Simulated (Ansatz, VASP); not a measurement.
## C4N in VASP and in Ansatz

```
C N
1.0
     4.31458   -2.38421    0.00000
     4.31458    2.38421    0.00000
     0.00000    0.00000    2.56178
C N
4 1
Cartesian
  4.3146 -1.2520 1.2809
  0.6976 0.0000 0.0000
  7.9315 0.0000 0.0000
  4.3146 1.2520 1.2809
  4.3146 0.0000 1.2809
```

Change from the starting cell: species swapped into the FeCl4 type (Cmmm, No. 65).

Alike in both runs: functional PBE; k mesh 4 × 4 × 6; occupations gaussian, width 0.1 eV; no spin polarisation.

Ansatz relaxed the structure, and its values are those at the end. VASP's run is a single point on that final structure, the one shown.

|  | VASP | Ansatz |
| --- | --- | --- |
| version | VASP 6.6.1 | Ansatz 0.2.0 |
| potentials or method | VASP PAW PBE potentials, release 64 (C, N), cutoff 520 eV | scalar-relativistic, plane waves, PAW |
| valence electrons in the cell | 21 | 21 |

Ansatz gave:

```
gap on the k mesh at the Fermi level (eV) : none
pressure (GPa)                            : 0.0
rms of the force components (eV/Å)        : 0.002
```

Task: Estimate VASP's values.

Result: gap on the k mesh at the Fermi level (eV): none; pressure (GPa): 0.3; rms of the force components (eV/Å): 0.035.

A gap of «none» marks a metal or a gap that the smearing closes.

The k mesh is coarse, so the values compare programs but aren't converged. Noted on VASP's run: the standard files for N, O and F lose accuracy on very short bonds.
